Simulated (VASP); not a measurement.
Runs of VASP 6.6.1 on Sb2N. The structure is that of space group P4/mmm (No. 123), or close to it. The cells are those of the table. 

```tsv
task	potentials or basis	cell	k mesh	cutoff (eV)	second run	gap on the mesh (eV)	pressure (GPa)
single point	VASP PAW PBE potentials, release 64 (Sb, N)	a = 4.672, b = 4.672, c = 3.252 Å, 3 atoms	4 × 4 × 6	520	-	none	40.3
single point	VASP PAW PBE potentials, release 64 (Sb, N)	a = 3.453, b = 3.453, c = 4.955 Å, 3 atoms	14 × 14 × 10	520	-	none	-0.5
single point	VASP PAW PBE potentials, release 64 (Sb, N)	a = 3.405, b = 3.405, c = 4.996 Å, 3 atoms	4 × 4 × 6	520	-	none	-0.5
single point	VASP PAW PBE potentials, release 64 (Sb_d_GW, N)	a = 4.672, b = 4.672, c = 3.252 Å, 3 atoms	4 × 4 × 6	600	valence_matched	none	(a)
relaxation of cell and atoms	VASP PAW PBE potentials, release 64 (Sb, N)	relaxed from a = 3.405, b = 3.405, c = 4.996 Å, 3 atoms	6 × 6 × 4	600	-	none	-0.1
```

Alike in all rows: level PBE; no spin polarisation; smearing gaussian 0.1 eV.

Problem. Estimate the missing entries.

Solution. (a) 38.2.

Caveats: some runs use coarse meshes; spin-orbit coupling is left out, which moves the levels of the heavy elements.

A k mesh can miss the band edges, and the runs leave out spin-orbit coupling on Sb.

A gap of «none» marks levels without a gap at the run's occupations.

The runs don't all hold the same shells in valence.
